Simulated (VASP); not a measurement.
Here is a VASP 6.6.1 calculation.

The input INCAR:

```
SYSTEM = Ti
  PREC = Accurate
  ENCUT = 520
  EDIFF = 1E-7
  ISMEAR = 0
  SIGMA = 0.1
  LREAL = .False.
  LASPH = .True.
  NELM = 80
  ALGO = Normal
  ISIF = 2
  LWAVE = .False.
  LCHARG = .False.
  LDIPOL = .True.
  IDIPOL = 3
  DIPOL = 0.5 0.5 0.500
  GGA = CA
  NBANDS = 38
```

KPOINTS

```
Automatic mesh
0
Gamma
  12 12 1
  0 0 0
```

File POSCAR:

```
Ti
1.0
    2.8641158420      0.0000000000      0.0000000000
   -1.4320579210      2.4803970786      0.0000000000
    0.0000000000      0.0000000000     23.0707499164
Ti
5
Direct
    0.6666666667      0.3333333333      0.3034144978
    0.3333333333      0.6666666667      0.4017072489
    0.6666666667      0.3333333333      0.5010702864
    0.3333333333      0.6666666667      0.6017876560
    0.6666666667      0.3333333333      0.6931402171
```

Potentials or basis: VASP PAW LDA potentials, release 64 (Ti_sv).

Run with:

```sh
$ cat potpaw_LDA.64/Ti_sv/POTCAR > POTCAR
$ mpirun -np 1 vasp_std > vasp.out
```

Q: Estimate the largest force.

A: 0.635 eV/Å.

Q: What does it give for the band gap on the k mesh?

A: Zero (bands 30 and 31 overlap by 1.00 eV).

Forces in eV/Å, atoms in the order of the input:
```
Ti   0.000  0.000  0.635
Ti   0.000  0.000 -0.631
Ti   0.000  0.000 -0.003
Ti   0.000  0.000  0.005
Ti   0.000  0.000 -0.007
```
